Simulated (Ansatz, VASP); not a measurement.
## Al in VASP and in Ansatz

File INCAR:

```
SYSTEM = Al
ALGO = Normal
DIPOL = 0.5 0.5 0.660
EDIFF = 1E-6
ENCUT = 400
GGA = PE
GGA_COMPAT = .FALSE.
IDIPOL = 3
ISIF = 2
ISMEAR = 1
LASPH = .TRUE.
LCHARG = .TRUE.
LDIPOL = .TRUE.
LELF = .TRUE.
LREAL = .FALSE.
LVACPOTAV = .TRUE.
LVHAR = .TRUE.
LWAVE = .FALSE.
NBANDS = 14
NELM = 120
NELMDL = -8
PREC = Accurate
SIGMA = 0.1
```

The input KPOINTS:

```
k-points
0
G
  12 12 1
  0 0 0
```

POSCAR

```
Al
1.0
    2.9108335801      0.0000000000      0.0000000000
    0.0000000000      2.9108335801      0.0000000000
    0.0000000000      0.0000000000     26.0291690408
Al
4
Direct
    0.0000000000      0.0000000000      0.5475671436
    0.5000000000      0.5000000000      0.6219975063
    0.0000000000      0.0000000000      0.6974703504
    0.5000000000      0.5000000000      0.7748465842
```

Input for Ansatz:

```yaml
crystal:
  lattice:
    - [2.9108335801, 0.0, 0.0]
    - [0.0, 2.9108335801, 0.0]
    - [0.0, 0.0, 26.0291690408]
  atoms:
    - { symbol: Al, position: [0.0, 0.0, 0.5475671436] }
    - { symbol: Al, position: [0.5, 0.5, 0.6219975063] }
    - { symbol: Al, position: [0.0, 0.0, 0.6974703504] }
    - { symbol: Al, position: [0.5, 0.5, 0.7748465842] }
basis:
  ecutwfc: 420
kpoints:
  mp_grid: { grid: [12, 12, 1] }
hamiltonian:
  xc: pbe
  pseudopotentials: { kind: paw, azcp: { folder: soft_1 } }
scf:
  occupations: { method: methfessel_paxton, width: 0.1 }
  n_extra_bands: 8
  max_iter: 160
output:
  forces: true
  eigenvalues: true
efield:
  axis: 3
  dipole_correction: true
```

Alike in both runs: task single point; functional PBE; k mesh 12 × 12 × 1; occupations methfessel-paxton of order 1, width 0.1 eV; no spin polarisation.

```csv
,VASP,Ansatz
version,VASP 6.6.1,Ansatz 0.2.0
potentials or method,"VASP PAW PBE potentials, release 64 (Al), cutoff 400 eV","scalar-relativistic, plane waves, PAW"
valence electrons in the cell,12,12
```

```tsv
	VASP	Ansatz	Ansatz less VASP
gap on the k mesh at the Fermi level (eV)	none	none	-
rms of the force components (eV/Å)	0.089	0.088	-0.0001
```

Atom by atom the forces differ by 0.000 eV/Å (rms over components). A gap of «none» marks a metal or a gap that the smearing closes.
